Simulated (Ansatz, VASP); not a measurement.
## W in VASP and in Ansatz

INCAR

```
SYSTEM = W
  PREC = Accurate
  ENCUT = 520
  EDIFF = 1E-6
  ISMEAR = 0
  SIGMA = 0.15
  LREAL = .False.
  LASPH = .True.
  NELM = 60
  ALGO = Fast
  ISIF = 2
  LWAVE = .False.
  LCHARG = .False.
  GGA = CA
  NBANDS = 13
```

File KPOINTS:

```
regular mesh
0
Gamma
  22 22 22
  0 0 0
```

File POSCAR:

```
W
1.0
    0.0000000000      2.2519505922      1.5705103430
    2.2519505922      0.0000000000      1.5705103430
    2.2519505922      2.2519505922      0.0000000000
W
1
Direct
    0.0000000000      0.0000000000      0.0000000000
```

Input for Ansatz:

```yaml
crystal:
  lattice:
    - [0.0, 2.2519505922, 1.570510343]
    - [2.2519505922, 0.0, 1.570510343]
    - [2.2519505922, 2.2519505922, 0.0]
  atoms:
    - { symbol: W, position: [0.0, 0.0, 0.0] }
basis:
  ecutwfc: 420
kpoints:
  mp_grid: { grid: [22, 22, 22] }
hamiltonian:
  xc: lda
  pseudopotentials: { kind: paw, azcp: { folder: soft_1 } }
scf:
  occupations: { method: gaussian, width: 0.15 }
output:
  forces: true
  stress: true
  eigenvalues: true
```

Alike in both runs: task single point; functional LDA; k mesh 22 × 22 × 22; occupations gaussian, width 0.15 eV; no spin polarisation.

|  | VASP | Ansatz |
| --- | --- | --- |
| version | VASP 6.6.1 | Ansatz 0.2.0 |
| potentials or method | VASP PAW LDA potentials, release 64 (W_sv), cutoff 520 eV | scalar-relativistic, plane waves, PAW |
| valence electrons in the cell | 14 | 14 |

Ansatz gave:

```
gap on the k mesh at the Fermi level (eV)                     : none
pressure (GPa)                                                : -10.2
traceless stress, the component that is largest in VASP (GPa) : 2.77
```

Q: Estimate VASP's values.

A: gap on the k mesh at the Fermi level (eV): none; pressure (GPa): -8.6; traceless stress, the component that is largest in VASP (GPa): 2.77.

Ansatz warns that its potentials were made for another functional, while VASP's fit it. LDA's correlation is that of Perdew and Zunger in VASP and of Perdew and Wang (1992) in Ansatz. A gap of «none» marks a metal or a gap that the smearing closes.

Spin-orbit coupling is off throughout.
